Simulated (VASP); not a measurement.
# Se (Fm-3m) in VASP: further runs

Se is run at these levels: PBE; tasks: single point.

Program: VASP 6.6.1. These are calculated values, not measurements. Logs are shortened: lines on timing, memory, paths and dates and some standing lists are left out, and cuts for length are marked.

## (1) The cell of the first run

The structure is cubic, space group Fm-3m (No. 225). Conventional cell: a = 4.337 Å, b = 4.337 Å, c = 4.337 Å, α = 90.00°, β = 90.00°, γ = 90.00°. Within 4.0 Å of Se (site symmetry m-3m) lie 12 Se at 3.07 Å.

This isn't the form of Se at room conditions, which is trigonal, of chains.

## (2) Single point, PBE

The input, INCAR:

```
SYSTEM = Se
ALGO = Normal ; EDIFF = 1E-7
ENCUT = 520 ; GGA = PE
ISIF = 2 ; ISMEAR = -1
LASPH = .TRUE. ; LCHARG = .FALSE.
LREAL = .FALSE. ; LWAVE = .FALSE.
NBANDS = 9 ; NELM = 80
PREC = Accurate ; SIGMA = 0.06122561905347299
```

The input, KPOINTS:

```
k-points
0
G
  43 43 43
  0 0 0
```

The input, POSCAR:

```
Se
1.0
    0.0000000000      2.1683481096      2.1683481096
    2.1683481096      0.0000000000      2.1683481096
    2.1683481096      2.1683481096      0.0000000000
Se
1
Direct
    0.0000000000      0.0000000000      0.0000000000
```

Potentials or basis: VASP PAW PBE potentials, release 64 (Se).

Command:

```bash
$ cat potpaw_PBE.64/Se/POTCAR > POTCAR
$ mpirun -np 1 vasp_std > vasp.out
```

OUTCAR:

```text
SYSTEM = Se
   EDIFF = 1E-7
   ENCUT = 520
   GGA = PE
   ISIF = 2
   ISMEAR = -1
   LASPH = .TRUE.
   LREAL = .FALSE.
   NELM = 80
   PREC = Accurate

 ion  position               nearest neighbor table
   1  0.000  0.000  0.000-

  LATTYP: Found a face centered cubic cell.
 ALAT       =     4.3366962192

  Lattice vectors:

 A1 = (   0.0000000000,   2.1683481096,   2.1683481096)
 A2 = (   2.1683481096,   0.0000000000,   2.1683481096)
 A3 = (   2.1683481096,   2.1683481096,   0.0000000000)

Analysis of symmetry for initial positions (statically):
=====================================================================
 Subroutine PRICEL returns:
 Original cell was already a primitive cell.

 Routine SETGRP: Setting up the symmetry group for a
 face centered cubic supercell.

 Subroutine GETGRP returns: Found 48 space group operations
 (whereof 48 operations were pure point group operations)
 out of a pool of 48 trial point group operations.

The static configuration has the point symmetry O_h .

Analysis of symmetry for dynamics (positions and initial velocities):
=====================================================================
 Subroutine PRICEL returns:
 Original cell was already a primitive cell.

 Routine SETGRP: Setting up the symmetry group for a
 face centered cubic supercell.

 Subroutine GETGRP returns: Found 48 space group operations
 (whereof 48 operations were pure point group operations)
 out of a pool of 48 trial point group operations.

The dynamic configuration has the point symmetry O_h .

 Subroutine INISYM returns: Found 48 space group operations
 (whereof 48 operations are pure point group operations),
 and found     1 'primitive' translations

----------------------------------------------------------------------------------------

                                     Primitive cell

  volume of cell :      20.3900

  direct lattice vectors                    reciprocal lattice vectors
     0.000000000  2.168348110  2.168348110    -0.230590281  0.230590281  0.230590281
     2.168348110  0.000000000  2.168348110     0.230590281 -0.230590281  0.230590281
     2.168348110  2.168348110  0.000000000     0.230590281  0.230590281 -0.230590281

  length of vectors
     3.066507305  3.066507305  3.066507305     0.399394083  0.399394083  0.399394083

  position of ions in fractional coordinates (direct lattice)
     0.000000000  0.000000000  0.000000000

  ion indices of the primitive-cell ions
   primitive index   ion index
                 1           1

----------------------------------------------------------------------------------------

 KPOINTS: k-points

Automatic generation of k-mesh.
 Grid dimensions read from file:
 generate k-points for:   43   43   43

 Generating k-lattice:

  Cartesian coordinates                     Fractional coordinates (reciprocal lattice)
    -0.005362565  0.005362565  0.005362565     0.023255814  0.000000000  0.000000000
     0.005362565 -0.005362565  0.005362565     0.000000000  0.023255814  0.000000000
     0.005362565  0.005362565 -0.005362565     0.000000000  0.000000000  0.023255814

  Length of vectors
     0.009288234  0.009288234  0.009288234

  Shift w.r.t. Gamma in fractional coordinates (k-lattice)
     0.000000000  0.000000000  0.000000000

 Subroutine IBZKPT returns following result:
 ===========================================

 Found   2024 irreducible k-points:

 Following reciprocal coordinates:
            Coordinates               Weight
  0.000000  0.000000  0.000000      1.000000
  0.023256  0.000000  0.000000      8.000000
  0.046512  0.000000  0.000000      8.000000
  0.069767  0.000000  0.000000      8.000000
  0.093023  0.000000  0.000000      8.000000
  0.116279  0.000000  0.000000      8.000000
[... 16 lines left out ...]
  0.023256  0.023256  0.000000      6.000000
  0.046512  0.023256  0.000000     24.000000
 [... further k-points ...]
   k-points           NKPTS =   2024   k-points in BZ     NKDIM =   2024   number of bands    NBANDS=      9
   number of dos      NEDOS =    301   number of ions     NIONS =      1
   total plane-waves  NPLWV =  13824
   dimension x,y,z NGX =    24 NGY =   24 NGZ =   24
   dimension x,y,z NGXF=    48 NGYF=   48 NGZF=   48
   ions per type =               1
   NGX,Y,Z   is equivalent  to a cutoff of  13.01, 13.01, 13.01 a.u.
   NGXF,Y,Z  is equivalent  to a cutoff of  26.02, 26.02, 26.02 a.u.
 SYSTEM =  Se
   PREC   = accura    normal or accurate (medium, high low for compatibility)
   ISTART =      0    job   : 0-new  1-cont  2-samecut
   ICHARG =      2    charge: 1-file 2-atom 10-const
   ISPIN  =      1    spin polarized calculation?
   LNONCOLLINEAR =      F non collinear calculations
   LSORBIT =      F    spin-orbit coupling
   LASPH  =      T    aspherical Exc in radial PAW
   ENCUT  =  520.0 eV  38.22 Ry    6.18 a.u.   5.70  5.70  5.70*2*pi/ulx,y,z
   NELM   =     80;   NELMIN=  2; NELMDL= -5     # of ELM steps
   EDIFF  = 0.1E-06   stopping-criterion for ELM
   LREAL  =      F    real-space projection
   EDIFFG = 0.1E-05   stopping-criterion for IOM
   NSW    =      0    number of steps for IOM
   IBRION =     -1    ionic relax: 0-MD 1-quasi-New 2-CG
   NFREE  =      0    steps in history (QN), initial steepest desc. (CG)
   ISIF   =      2    stress and relaxation
   ISYM   =      2    0-nonsym 1-usesym 2-fastsym
   POTIM  = 0.5000    time-step for ionic-motion
   TEBEG  =    0.0;   TEEND  =   0.0 temperature during run
   PSTRESS=    0.0 pullay stress
   NELECT =       6.0000    total number of electrons
   NUPDOWN=      -1.0000    fix difference up-down
   EMIN   =  10.00;   EMAX   =-10.00  energy-range for DOS
   EFERMI =   0.00;   METHOD = LEGACY
   ISMEAR =    -1;   SIGMA  =   0.06  broadening in eV -4-tet -1-fermi 0-gaus
   EFERMI_NEDOS =   21; number of points for ismear=-14 and -15
   IALGO  =     38    algorithm
   IMIX   =      4    mixing-type and parameters
     AMIX     =   0.40;   BMIX     =  1.00
     AMIX_MAG =   1.60;   BMIX_MAG =  1.00
  volume/ion in A,a.u.               =      20.39       137.60
  Fermi-wavevector in a.u.,A,eV,Ry     =   1.088896  2.057714 16.132341  1.185694
  Thomas-Fermi vector in A             =   2.225087
   LORBIT       =      0    0 simple, 1 ext, 2 COOP (PROOUT), +10 PAW based schemes
   GGA     = PE    functional components
   LHFCALC =     F    Hartree Fock is set to
   AEXX    =    0.0000 exact exchange contribution
   IVDW    =     0    specifies the selected vdW correction
   LEPSILON=     F    determine dielectric tensor
   LRPA    =     F    only Hartree local field effects (RPA)
 non-spin polarized calculation
  energy-cutoff  :      520.00
  volume of cell :       20.39
 maximum number of plane-waves:       568
   NGX = 11   NGY = 11   NGZ = 11

 number of electron       6.0000001 magnetization

 Free energy of the ion-electron system (eV)
  ---------------------------------------------------
  ext. energy  EPLUGINS =         0.00000000
  ---------------------------------------------------
  free energy    TOTEN  =        -2.78152198 eV

  energy without entropy =       -2.77063438  energy(sigma->0) =       -2.77607818

 E-fermi :   5.3789     XC(G=0): -10.5931

 val. band max:        5.3773951086   @ k =   0.3721   0.3023   0.0233
 cond. band min:       5.3802846906   @ k =  -0.3488   0.3023   0.0930
 fundamental gap:      0.0028895820
 Fermi energy:         5.3788808326

 k-point     1 :       0.0000    0.0000    0.0000
  band No.  band energies     occupation
      1     -10.6374      2.00000
      2       8.3936      0.00000
      3       8.3936      0.00000
      4       8.3936      0.00000
      5      16.4363      0.00000
      6      17.4050      0.00000
      7      17.4050      0.00000
      8      17.4050      0.00000
      9      20.8771      0.00000

 k-point     2 :       0.0233    0.0000    0.0000
  band No.  band energies     occupation
      1     -10.6267      2.00000
      2       8.3115      0.00000
      3       8.3845      0.00000
      4       8.3845      0.00000
      5      16.4881      0.00000
      6      17.3506      0.00000
      7      17.4264      0.00000
      8      17.4264      0.00000
      9      20.9971      0.00000

 k-point     3 :       0.0465    0.0000    0.0000
  band No.  band energies     occupation
      1     -10.5945      2.00000
      2       8.0749      0.00000
      3       8.3576      0.00000
      4       8.3576      0.00000
      5      16.5992      0.00000
      6      17.2483      0.00000
      7      17.4892      0.00000
      8      17.4892      0.00000
      9      21.3284      0.00000

 k-point     4 :       0.0698    0.0000    0.0000
  band No.  band energies     occupation
      1     -10.5411      2.00000
      2       7.7078      0.00000
      3       8.3141      0.00000
      4       8.3141      0.00000
      5      16.5899      0.00000
      6      17.3059      0.00000
      7      17.5887      0.00000
      8      17.5887      0.00000
      9      21.8081      0.00000
[... 205 lines left out ...]
 k-point    22 :       0.4884    0.0000    0.0000
  band No.  band energies     occupation
      1      -7.4667      2.00000
      2      -1.2722      2.00000
      3       7.1446      0.00000
      4       7.1446      0.00000
      5      13.8503      0.00000
      6      16.5168      0.00000
      7      16.5168      0.00000
      8      19.5231      0.00000
      9      26.9999      0.00000

 k-point    23 :       0.0233    0.0233    0.0000
  band No.  band energies     occupation
      1     -10.6231      2.00000
      2       8.3289      0.00000
      3       8.3590      0.00000
      4       8.3590      0.00000
      5      16.5081      0.00000
      6      17.2800      0.00000
      7      17.4595      0.00000
      8      17.4595      0.00000
      9      21.0351      0.00000

 k-point    24 :       0.0465    0.0233    0.0000
  band No.  band energies     occupation
      1     -10.5981      2.00000
      2       8.1502      0.00000
      3       8.3164      0.00000
      4       8.3531      0.00000
      5      16.6142      0.00000
      6      17.1440      0.00000
      7      17.5237      0.00000
      8      17.5339      0.00000
      9      21.2911      0.00000

 [... further k-points ...]
[... 5 lines left out ...]
  --------------------------------------------------------------------------------------
  -------------------------------------------------------------------------------------
  Total       -0.0035574     -0.0035574     -0.0035574     -0.0000000     -0.0000000     -0.0000000
  in kB       -0.2795321     -0.2795321     -0.2795321     -0.0000000     -0.0000000     -0.0000000
  external PRESSURE =      -0.2795321 kB  Pullay stress =       0.0000000 kB

 VOLUME and BASIS-vectors are now :
 -----------------------------------------------------------------------------
  energy-cutoff  :      520.00
  volume of cell :       20.39
      direct lattice vectors                 reciprocal lattice vectors
     0.000000000  2.168348110  2.168348110    -0.230590281  0.230590281  0.230590281
     2.168348110  0.000000000  2.168348110     0.230590281 -0.230590281  0.230590281
     2.168348110  2.168348110  0.000000000     0.230590281  0.230590281 -0.230590281

 POSITION                                       TOTAL-FORCE (eV/Angst)
 -----------------------------------------------------------------------------------
      0.00000      0.00000      0.00000         0.000000      0.000000     -0.000000
 -----------------------------------------------------------------------------------
    total drift:                                0.000000     -0.000000     -0.000000

  FREE ENERGIE OF THE ION-ELECTRON SYSTEM (eV)
  ---------------------------------------------------
  free  energy   TOTEN  =        -2.7815219831 eV

  energy  without entropy=       -2.7706343794  energy(sigma->0) =       -2.77607818
```

It took 4 min on 1 thread of Intel Xeon 8259CL, shared host; peak memory 0.46 GiB.

Results:

```
Free energy            : -2.7815 eV
Pressure               : 0.0 GPa
Band gap on the k mesh : zero (bands 3 and 4 overlap by 5.20 eV)
```

## (3) Single point, PBE

This run uses another cell than the first one, of 20.80 Å³/atom.

The input, INCAR:

```
ALGO = Normal
EDIFF = 1E-6
ENCUT = 520
GGA = PE
ISIF = 2
ISMEAR = -1
LASPH = True
LCHARG = True
LELF = True
LREAL = False
LVHAR = True
LWAVE = False
NBANDS = 9
NELM = 60
PREC = Accurate
SIGMA = 0.06122561905347299
```

The input, KPOINTS:

```
k-points
0
Gamma
  43 43 43
```

The input, POSCAR:

```
Se
1.0
    0.0000000000      2.1827084494      2.1827084494
    2.1827084494      0.0000000000      2.1827084494
    2.1827084494      2.1827084494      0.0000000000
Se
1
Direct
    0.0000000000      0.0000000000      0.0000000000
```

Potentials or basis: VASP PAW PBE potentials, release 64 (Se).

Command:

```bash
$ cat potpaw_PBE.64/Se/POTCAR > POTCAR
$ mpirun -np 1 vasp_std > vasp.out
```

Run time: 3.3 min. Hardware: 1 thread of Intel Xeon 8259CL, shared host; peak memory 0.46 GiB.

It converged, with:

| Property | Result |
| --- | --- |
| Free energy | -2.7797 eV |
| Pressure | -1.4 GPa |
| Band gap on the k mesh | zero (bands 3 and 4 overlap by 5.03 eV) |

Levels at points of the mesh, in eV from the Fermi level:
```tsv
k point	band 1	band 2	band 3	band 4	band 5	band 6	band 7
(0.00, 0.00, 0.00)	-15.84	2.92	2.92	2.92	10.81	11.99	11.99
```

## (4) Single point, PBE

This run uses another cell than the first one, of 21.21 Å³/atom.

The input, INCAR:

```
SYSTEM = Se
  ALGO = Normal
  EDIFF = 1E-6
  ENCUT = 520
  GGA = PE
  ISIF = 2
  ISMEAR = -1
  LASPH = .TRUE.
  LCHARG = .FALSE.
  LREAL = .FALSE.
  LWAVE = .FALSE.
  NBANDS = 9
  NELM = 60
  PREC = Accurate
  SIGMA = 0.06122561905347299
```

The input, KPOINTS:

```
k-points
0
G
  43 43 43
  0 0 0
```

The input, POSCAR:

```
Se
1.0
    0.0000000000      2.1968822780      2.1968822780
    2.1968822780      0.0000000000      2.1968822780
    2.1968822780      2.1968822780      0.0000000000
Se
1
Direct
    0.0000000000      0.0000000000      0.0000000000
```

Command:

```bash
$ cat potpaw_PBE.64/Se/POTCAR > POTCAR
$ mpirun -np 1 vasp_std > vasp.out
```

Wall time 3.6 min (1 thread of Intel Xeon 8259CL, shared host); peak memory 0.46 GiB.

It converged, with:

```yaml
Free_energy: -2.7748 eV
Pressure: -2.5 GPa
Band_gap_on_the_k_mesh: zero (bands 3 and 4 overlap by 4.86 eV)
```

Levels at points of the mesh, in eV from the Fermi level:
```
           k point  band 1  band 2  band 3  band 4  band 5  band 6  band 7  band 8
(0.00, 0.00, 0.00)  -15.68    2.82    2.82    2.82   10.57   11.96   11.96   11.96
```

## (5) The runs side by side

| cell | gap on the mesh (eV) | pressure (GPa) |
| --- | --- | --- |
| a = 3.067 Å, angles 60.0°, 1 atom | none | 0.0 |
| a = 3.087 Å, angles 60.0°, 1 atom | none | -1.4 |
| a = 3.107 Å, angles 60.0°, 1 atom | none | -2.5 |

Alike in all rows: task single point; level PBE; potentials or basis VASP PAW PBE potentials, release 64 (Se); no spin polarisation; k mesh 43 × 43 × 43; cutoff (eV) 520; smearing fermi-dirac 0.0612256 eV.

Absolute energies hang on the potentials; compare differences alone.
